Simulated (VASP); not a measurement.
A run of VASP 6.6.1 is set up as follows.

INCAR

```
ALGO     = Normal         # electronic algorithm
EDIFF    = 1E-6           # SCF threshold, eV
ENCUT    = 520            # plane-wave cutoff, eV
GGA      = PS             # functional
ISIF     = 2              # what is computed and relaxed
ISMEAR   = -1             # smearing method
LASPH    = T              # aspherical terms in the spheres
LCHARG   = F              # write CHGCAR
LREAL    = F              # projectors in reciprocal space
LWAVE    = F              # write WAVECAR
NBANDS   = 18             # bands
NELM     = 100            # most SCF steps
PREC     = Accurate       # precision mode
SIGMA    = 0.05           # smearing width, eV
```

The input KPOINTS:

```
k-points
0
Gamma
  8 8 8
```

The input POSCAR:

```
ZnAu
1.0
    3.1678416670      0.0000000000      0.0000000000
    0.0000000000      3.1678416670      0.0000000000
    0.0000000000      0.0000000000      3.1678416670
Au Zn
1 1
Direct
    0.0000000000      0.0000000000      0.0000000000
    0.5000000000      0.5000000000      0.5000000000
```

Potentials or basis: VASP PAW PBE potentials, release 64 (Au, Zn).

Launch:

```console
$ cat potpaw_PBE.64/Au/POTCAR potpaw_PBE.64/Zn/POTCAR > POTCAR
$ mpirun -np 1 vasp_std > vasp.out
```

**Question.** Estimate the pressure.

**Answer.** -4.5 GPa.

Caveat: the PAW data sets were made with another functional, which shifts forces and pressure a little.
